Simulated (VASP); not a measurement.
Input of a VASP 6.6.1 run:

File INCAR:

```
SYSTEM = P
PREC     = Accurate       ! precision mode
ENCUT    = 600            ! plane-wave cutoff, eV
EDIFF    = 1E-7           ! SCF threshold, eV
ISMEAR   = 0              ! smearing method
SIGMA    = 0.05           ! smearing width, eV
LREAL    = .False.        ! projectors in reciprocal space
LASPH    = .True.         ! aspherical terms in the spheres
NELM     = 80             ! most SCF steps
ALGO     = Normal         ! electronic algorithm
ISIF     = 3              ! what is computed and relaxed
LWAVE    = .False.        ! write WAVECAR
LCHARG   = .False.        ! write CHGCAR
GGA      = RP             ! functional
IVDW     = 12             ! dispersion correction
IBRION   = 2              ! ionic algorithm
NSW      = 80             ! ionic steps
EDIFFG   = -0.02          ! ionic threshold
```

File KPOINTS:

```
Automatic mesh
0
Gamma
  11 11 6
  0 0 0
```

Contents of POSCAR:

```
P
1.0
    2.4246941115      0.0000000000      0.0000000000
    0.0000000000      2.4385351442      0.0000000000
   -0.0203144631      0.0000000000      4.8524328982
P
2
Direct
    0.0000000300      0.0000000000      0.7494253600
    0.9999999700      0.0000000000      0.2505746400
```

Potentials or basis: VASP PAW PBE potentials, release 64 (P).

Command:

```bash
$ cat potpaw_PBE.64/P/POTCAR > POTCAR
$ mpirun -np 1 vasp_std > vasp.out
```

Question: Predict the relaxed cell.

Answer: a = 2.281 Å, b = 2.280 Å, c = 4.618 Å, α = 90.00°, β = 90.01°, γ = 90.00°.

Question: What does it give for the band gap on the k mesh?

Answer: Zero (band 5 reaches 20.36 eV, above the bottom of band 6 at 8.84 eV).

Final structure:
```yaml
crystal:
  lattice:
    - [2.28062, 0.00000, 0.00459]
    - [0.00000, 2.28048, 0.00000]
    - [-0.00984, 0.00000, 4.61829]
  atoms:
    - { symbol: P, position: [0.00001, 0.00000, 0.75001] }
    - { symbol: P, position: [0.99999, 0.00000, 0.24999] }
```
